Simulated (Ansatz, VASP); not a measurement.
## Two plane-wave programs on CdF2

File INCAR:

```
PREC = Accurate ; ENCUT = 520
EDIFF = 1E-6 ; ISMEAR = 0
SIGMA = 0.02 ; LREAL = False
LASPH = True ; NELM = 80
ALGO = Normal ; ISIF = 2
LWAVE = False ; LCHARG = False
GGA = PS ; NBANDS = 20
```

The input KPOINTS:

```
Automatic mesh
0
Gamma
  8 8 8
```

The input POSCAR:

```
CdF2
1.0
    0.0000000000      2.7550999200      2.7550999200
    2.7550999200      0.0000000000      2.7550999200
    2.7550999200      2.7550999200      0.0000000000
Cd F
1 2
Direct
    0.0000000000      0.0000000000      0.0000000000
    0.2500000000      0.2500000000      0.2500000000
    0.7500000000      0.7500000000      0.7500000000
```

Input for Ansatz:

```yaml
crystal:
  lattice:
    - [0.0, 2.75509992, 2.75509992]
    - [2.75509992, 0.0, 2.75509992]
    - [2.75509992, 2.75509992, 0.0]
  atoms:
    - { symbol: Cd, position: [0.0, 0.0, 0.0] }
    - { symbol: F, position: [0.25, 0.25, 0.25] }
    - { symbol: F, position: [0.75, 0.75, 0.75] }
basis:
  ecutwfc: 420
kpoints:
  mp_grid: { grid: [8, 8, 8] }
hamiltonian:
  xc: pbesol
scf:
  occupations: { method: gaussian, width: 0.02 }
output:
  forces: true
  stress: true
  eigenvalues: true
```

Alike in both runs: task single point; functional PBEsol; k mesh 8 × 8 × 8; occupations gaussian, width 0.02 eV; no spin polarisation.

```csv
,VASP,Ansatz
version,VASP 6.6.1,Ansatz 0.2.0
potentials or method,"VASP PAW PBE potentials, release 64 (Cd, F), cutoff 520 eV","scalar-relativistic, plane waves, PAW"
valence electrons in the cell,26,34
```

```tsv
	VASP	Ansatz	Ansatz less VASP
gap on the k mesh at the Fermi level (eV)	2.68	2.71	+0.028
least direct gap on the mesh (eV)	3.24	3.27	+0.029
pressure (GPa)	-5.9	-6.4	-0.50
```

VASP's potentials were made for PBE, not for PBEsol. With one functional, cell and mesh, what is left measures potentials, basis and numerics. VASP's potentials hold 26 valence electrons a cell and Ansatz's 34, so a difference there can come from the potentials and not from the codes.
